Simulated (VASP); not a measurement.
# TaN (Amm2) in VASP: further runs

Runs on TaN. Level: PBEsol. Tasks: single point.

All numbers are computed with VASP 6.6.1; they aren't measurements. Logs are shortened: lines on timing, memory, paths and dates and some standing lists are left out, and cuts for length are marked.

**1. The cell of the first run**

The structure is orthorhombic, space group Amm2 (No. 38). The conventional cell has a = 2.883 Å, b = 2.938 Å, c = 5.318 Å, α = 90.00°, β = 90.00°, γ = 90.00°. Ta (site symmetry mm2) has 6 N at 2.24 to 2.28 Å and 4 Ta at 2.88 to 2.94 Å within 3.0 Å. Within 3.0 Å of N (site symmetry mm2) lie 6 Ta at 2.24 to 2.28 Å and 4 N at 2.88 to 2.94 Å.

**2. Single point, PBEsol (strain +0.0450 x Voigt [0, 1, 0, 0, 0, 0])**

INCAR reads:

```
PREC     = Accurate       # precision mode
ENCUT    = 520            # plane-wave cutoff, eV
EDIFF    = 1E-6           # SCF threshold, eV
ISMEAR   = 0              # smearing method
SIGMA    = 0.15           # smearing width, eV
LREAL    = False          # projectors in reciprocal space
LASPH    = True           # aspherical terms in the spheres
NELM     = 100            # most SCF steps
ALGO     = Normal         # electronic algorithm
ISIF     = 2              # what is computed and relaxed
LWAVE    = False          # write WAVECAR
LCHARG   = True           # write CHGCAR
GGA      = PS             # functional
LELF     = True           # ELF
LVHAR    = True         
NBANDS   = 15             # bands
```

KPOINTS reads:

```
Automatic mesh
0
Gamma
  18 18 16
```

POSCAR reads:

```
TaN
1.0
    2.9379988584      0.0000000000      0.0000000000
   -1.4689994292      2.6588788218      0.0000000000
    0.0000000000      0.0000000000      2.8830000000
Ta N
1 1
Direct
    0.3333333333      0.6666666667      0.5000000000
    0.0000000000      0.0000000000      0.0000000000
```

Potentials or basis: VASP PAW PBE potentials, release 64 (Ta_pv, N).

Launch:

```console
$ cat potpaw_PBE.64/Ta_pv/POTCAR potpaw_PBE.64/N/POTCAR > POTCAR
$ mpirun -np 1 vasp_std > vasp.out
```

OUTCAR:

```text
PREC = Accurate
   ENCUT = 520
   EDIFF = 1E-6
   ISMEAR = 0
   LREAL = False
   LASPH = True
   NELM = 100
   ISIF = 2
   GGA = PS

 ion  position               nearest neighbor table
   1  0.333  0.667  0.500-   2 2.24   2 2.24   2 2.24   2 2.24   2 2.28   2 2.28
   2  0.000  0.000  0.000-   1 2.24   1 2.24   1 2.24   1 2.24   1 2.28   1 2.28

  LATTYP: Found a base centered orthorhombic cell.
 ALAT       =     2.9379988584
 B/A-ratio  =     1.8099930939
 C/A-ratio  =     0.9812801635

  Lattice vectors:

 A1 = (   1.4689994292,  -2.6588788218,   0.0000000000)
 A2 = (   1.4689994292,   2.6588788218,   0.0000000000)
 A3 = (   0.0000000000,   0.0000000000,   2.8830000000)

Analysis of symmetry for initial positions (statically):
=====================================================================
 Subroutine PRICEL returns:
 Original cell was already a primitive cell.

 Routine SETGRP: Setting up the symmetry group for a
 base centered orthorhombic supercell.

 Subroutine GETGRP returns: Found  4 space group operations
 (whereof  4 operations were pure point group operations)
 out of a pool of  8 trial point group operations.

The static configuration has the point symmetry C_2v.

Analysis of symmetry for dynamics (positions and initial velocities):
=====================================================================
 Subroutine PRICEL returns:
 Original cell was already a primitive cell.

 Routine SETGRP: Setting up the symmetry group for a
 base centered orthorhombic supercell.

 Subroutine GETGRP returns: Found  4 space group operations
 (whereof  4 operations were pure point group operations)
 out of a pool of  8 trial point group operations.

The dynamic configuration has the point symmetry C_2v.

 Subroutine INISYM returns: Found  4 space group operations
 (whereof  4 operations are pure point group operations),
 and found     1 'primitive' translations

----------------------------------------------------------------------------------------

                                     Primitive cell

  volume of cell :      22.5214

  direct lattice vectors                    reciprocal lattice vectors
     2.937998858  0.000000000  0.000000000     0.340367729  0.188049187  0.000000000
    -1.468999429  2.658878822  0.000000000     0.000000000  0.376098373  0.000000000
     0.000000000  0.000000000  2.883000000     0.000000000  0.000000000  0.346860909

  length of vectors
     2.937998858  3.037695823  2.883000000     0.388860756  0.376098373  0.346860909

  position of ions in fractional coordinates (direct lattice)
     0.333333333  0.666666667  0.500000000
     0.000000000  0.000000000  0.000000000

  ion indices of the primitive-cell ions
   primitive index   ion index
                 1           1
                 2           2

----------------------------------------------------------------------------------------

 KPOINTS: Automatic mesh

Automatic generation of k-mesh.
 Grid dimensions read from file:
 generate k-points for:   18   18   16

 Generating k-lattice:

  Cartesian coordinates                     Fractional coordinates (reciprocal lattice)
     0.018909318  0.010447177  0.000000000     0.055555556 -0.000000000  0.000000000
     0.000000000  0.020894354  0.000000000     0.000000000  0.055555556  0.000000000
     0.000000000  0.000000000  0.021678807     0.000000000  0.000000000  0.062500000

  Length of vectors
     0.021603375  0.020894354  0.021678807

  Shift w.r.t. Gamma in fractional coordinates (k-lattice)
     0.000000000  0.000000000  0.000000000

 Subroutine IBZKPT returns following result:
 ===========================================

 Found    819 irreducible k-points:

 Following reciprocal coordinates:
            Coordinates               Weight
  0.000000  0.000000  0.000000      1.000000
  0.055556  0.000000  0.000000      4.000000
  0.111111  0.000000  0.000000      4.000000
  0.166667  0.000000  0.000000      4.000000
  0.222222  0.000000  0.000000      4.000000
  0.277778  0.000000  0.000000      4.000000
[... 16 lines left out ...]
 -0.333333  0.055556  0.000000      4.000000
 -0.277778  0.055556  0.000000      4.000000
 [... further k-points ...]
   k-points           NKPTS =    819   k-points in BZ     NKDIM =    819   number of bands    NBANDS=     15
   number of dos      NEDOS =    301   number of ions     NIONS =      2
   total plane-waves  NPLWV =  13824
   dimension x,y,z NGX =    24 NGY =   24 NGZ =   24
   dimension x,y,z NGXF=    48 NGYF=   48 NGZF=   48
   ions per type =               1   1
   NGX,Y,Z   is equivalent  to a cutoff of  13.58, 13.13, 13.84 a.u.
   NGXF,Y,Z  is equivalent  to a cutoff of  27.16, 26.27, 27.68 a.u.
 SYSTEM =  unknown system
   PREC   = accura    normal or accurate (medium, high low for compatibility)
   ISTART =      0    job   : 0-new  1-cont  2-samecut
   ICHARG =      2    charge: 1-file 2-atom 10-const
   ISPIN  =      1    spin polarized calculation?
   LNONCOLLINEAR =      F non collinear calculations
   LSORBIT =      F    spin-orbit coupling
   LASPH  =      T    aspherical Exc in radial PAW
   ENCUT  =  520.0 eV  38.22 Ry    6.18 a.u.   5.46  5.65  5.36*2*pi/ulx,y,z
   NELM   =    100;   NELMIN=  2; NELMDL= -5     # of ELM steps
   EDIFF  = 0.1E-05   stopping-criterion for ELM
   LREAL  =      F    real-space projection
   EDIFFG = 0.1E-04   stopping-criterion for IOM
   NSW    =      0    number of steps for IOM
   IBRION =     -1    ionic relax: 0-MD 1-quasi-New 2-CG
   NFREE  =      0    steps in history (QN), initial steepest desc. (CG)
   ISIF   =      2    stress and relaxation
   ISYM   =      2    0-nonsym 1-usesym 2-fastsym
   POTIM  = 0.5000    time-step for ionic-motion
   TEBEG  =    0.0;   TEEND  =   0.0 temperature during run
   PSTRESS=    0.0 pullay stress
   NELECT =      16.0000    total number of electrons
   NUPDOWN=      -1.0000    fix difference up-down
   EMIN   =  10.00;   EMAX   =-10.00  energy-range for DOS
   EFERMI =   0.00;   METHOD = LEGACY
   ISMEAR =     0;   SIGMA  =   0.15  broadening in eV -4-tet -1-fermi 0-gaus
   EFERMI_NEDOS =   21; number of points for ismear=-14 and -15
   IALGO  =     38    algorithm
   IMIX   =      4    mixing-type and parameters
     AMIX     =   0.40;   BMIX     =  1.00
     AMIX_MAG =   1.60;   BMIX_MAG =  1.00
  volume/ion in A,a.u.               =      11.26        75.99
  Fermi-wavevector in a.u.,A,eV,Ry     =   1.460775  2.760464 29.032963  2.133863
  Thomas-Fermi vector in A             =   2.577184
   LORBIT       =      0    0 simple, 1 ext, 2 COOP (PROOUT), +10 PAW based schemes
   GGA     = PS    functional components
   LHFCALC =     F    Hartree Fock is set to
   AEXX    =    0.0000 exact exchange contribution
   IVDW    =     0    specifies the selected vdW correction
   LEPSILON=     F    determine dielectric tensor
   LRPA    =     F    only Hartree local field effects (RPA)
 non-spin polarized calculation
 Gauss-broadening in eV      SIGMA  =   0.15
  energy-cutoff  :      520.00
  volume of cell :       22.52
 maximum number of plane-waves:       621
 NGX is ok and might be reduce to    24
   NGX = 11   NGY = 11   NGZ = 11

 number of electron      16.0000000 magnetization

 Free energy of the ion-electron system (eV)
  ---------------------------------------------------
  ext. energy  EPLUGINS =         0.00000000
  ---------------------------------------------------
  free energy    TOTEN  =       -23.69849552 eV

  energy without entropy =      -23.69800040  energy(sigma->0) =      -23.69824796

 E-fermi :   7.5849     XC(G=0): -13.2617

 val. band max:        7.5213135413   @ k =  -0.1111   0.0556   0.4375
 cond. band min:       7.5908125848   @ k =  -0.1111   0.0556   0.3750
 fundamental gap:      0.0694990435
 Fermi energy:         7.5848612895

 k-point     1 :       0.0000    0.0000    0.0000
  band No.  band energies     occupation
      1     -27.2066      2.00000
      2     -27.0838      2.00000
      3     -26.9887      2.00000
      4      -9.7826      2.00000
      5       2.8299      2.00000
      6       3.3694      2.00000
      7       3.6912      2.00000
      8       4.9189      2.00000
      9       9.3503      0.00000
     10      10.9008      0.00000
     11      11.3433      0.00000
     12      11.4322      0.00000
     13      11.5257      0.00000
     14      20.4187      0.00000
     15      20.9136      0.00000

 k-point     2 :       0.0556    0.0000    0.0000
  band No.  band energies     occupation
      1     -27.2030      2.00000
      2     -27.0944      2.00000
      3     -27.0133      2.00000
      4      -9.7218      2.00000
      5       2.8036      2.00000
      6       3.2243      2.00000
      7       3.7900      2.00000
      8       4.8328      2.00000
      9       9.5938      0.00000
     10      10.8748      0.00000
     11      11.3215      0.00000
     12      11.3247      0.00000
     13      11.5993      0.00000
     14      20.4050      0.00000
     15      20.9095      0.00000

 k-point     3 :       0.1111    0.0000    0.0000
  band No.  band energies     occupation
      1     -27.1928      2.00000
      2     -27.1400      2.00000
      3     -27.0677      2.00000
      4      -9.5461      2.00000
      5       2.4753      2.00000
      6       3.1800      2.00000
      7       4.0161      2.00000
      8       4.5985      2.00000
      9      10.1907      0.00000
     10      10.7300      0.00000
     11      11.1642      0.00000
     12      11.2406      0.00000
     13      11.8090      0.00000
     14      20.3687      0.00000
     15      20.9009      0.00000

 k-point     4 :       0.1667    0.0000    0.0000
  band No.  band energies     occupation
      1     -27.2480      2.00000
      2     -27.1771      2.00000
      3     -27.1106      2.00000
      4      -9.2740      2.00000
      5       1.8844      2.00000
      6       3.3470      2.00000
      7       4.2715      2.00000
      8       4.3205      2.00000
      9      10.2312      0.00000
     10      11.0200      0.00000
     11      11.1117      0.00000
     12      11.2718      0.00000
     13      12.0830      0.00000
     14      20.3450      0.00000
     15      20.8942      0.00000
[... 307 lines left out ...]
 k-point    22 :      -0.3889    0.0556    0.0000
  band No.  band energies     occupation
      1     -27.7551      2.00000
      2     -27.2406      2.00000
      3     -27.1067      2.00000
      4      -8.0067      2.00000
      5       0.0183      2.00000
      6       3.1254      2.00000
      7       4.0170      2.00000
      8       4.8130      2.00000
      9       9.9922      0.00000
     10      10.4861      0.00000
     11      12.1660      0.00000
     12      12.7699      0.00000
     13      13.9357      0.00000
     14      20.3388      0.00000
     15      20.9044      0.00000

 k-point    23 :      -0.3333    0.0556    0.0000
  band No.  band energies     occupation
      1     -27.6332      2.00000
      2     -27.2089      2.00000
      3     -27.1242      2.00000
      4      -8.3391      2.00000
      5       0.4149      2.00000
      6       3.3816      2.00000
      7       3.9075      2.00000
      8       4.8372      2.00000
      9       9.6942      0.00000
     10      10.6521      0.00000
     11      11.8125      0.00000
     12      12.6572      0.00000
     13      13.2467      0.00000
     14      20.5704      0.00000
     15      20.9148      0.00000

 k-point    24 :      -0.2778    0.0556    0.0000
  band No.  band energies     occupation
      1     -27.4882      2.00000
      2     -27.1741      2.00000
      3     -27.1442      2.00000
      4      -8.7058      2.00000
      5       0.9258      2.00000
      6       3.6924      2.00000
      7       3.6983      2.00000
      8       4.7524      2.00000
      9       9.7040      0.00000
     10      10.8347      0.00000
     11      11.4565      0.00000
     12      12.4803      0.00000
     13      12.5082      0.00000
     14      20.4626      0.00000
     15      20.8973      0.00000

 [... further k-points ...]
[... 5 lines left out ...]
  --------------------------------------------------------------------------------------
  -------------------------------------------------------------------------------------
  Total       -1.6210861     -4.1682304     -1.3669041      0.0000000      0.0000000      0.0000000
  in kB     -115.3245701   -296.5292131    -97.2419865      0.0000000      0.0000000      0.0000000
  external PRESSURE =    -169.6985899 kB  Pullay stress =       0.0000000 kB

 VOLUME and BASIS-vectors are now :
 -----------------------------------------------------------------------------
  energy-cutoff  :      520.00
  volume of cell :       22.52
      direct lattice vectors                 reciprocal lattice vectors
     2.937998858  0.000000000  0.000000000     0.340367729  0.188049187  0.000000000
    -1.468999429  2.658878822  0.000000000     0.000000000  0.376098373  0.000000000
     0.000000000  0.000000000  2.883000000     0.000000000  0.000000000  0.346860909

 POSITION                                       TOTAL-FORCE (eV/Angst)
 -----------------------------------------------------------------------------------
     -0.00000      1.77259      1.44150         0.000000     -0.007551      0.000000
      0.00000      0.00000      0.00000         0.000000      0.007551      0.000000
 -----------------------------------------------------------------------------------
    total drift:                                0.000000     -0.000126      0.000000

  FREE ENERGIE OF THE ION-ELECTRON SYSTEM (eV)
  ---------------------------------------------------
  free  energy   TOTEN  =       -23.6984955246 eV

  energy  without entropy=      -23.6980004001  energy(sigma->0) =      -23.69824796
```

Run time: 2.2 min. Hardware: 1 thread of Intel Xeon Platinum 8259CL at 2.50GHz (Skylake/Cascade Lake), shared host; peak memory 0.38 GiB.

Results:

```yaml
Free_energy: -23.6985 eV
Pressure: -17.0 GPa
Largest_force: 0.008 eV/Å
Band_gap_on_the_k_mesh: zero (band 8 reaches 7.70 eV, above the bottom of band 9 at 7.51 eV)
```

Forces on the atoms (eV/Å):
```
Ta   0.000 -0.008  0.000
N    0.000  0.008  0.000
```

Stress tensor (GPa, compression positive):
```
-11.53   0.00   0.00
  0.00 -29.65   0.00
  0.00   0.00  -9.72
```

Caveat: the cell differs from its parent crystal (strain +0.0450 x Voigt [0, 1, 0, 0, 0, 0]); the PAW data sets were made with another functional, which shifts forces and pressure a little; spin-orbit coupling is left out, which moves the levels of the heavy elements.

(Continued in part 2 of 2.)
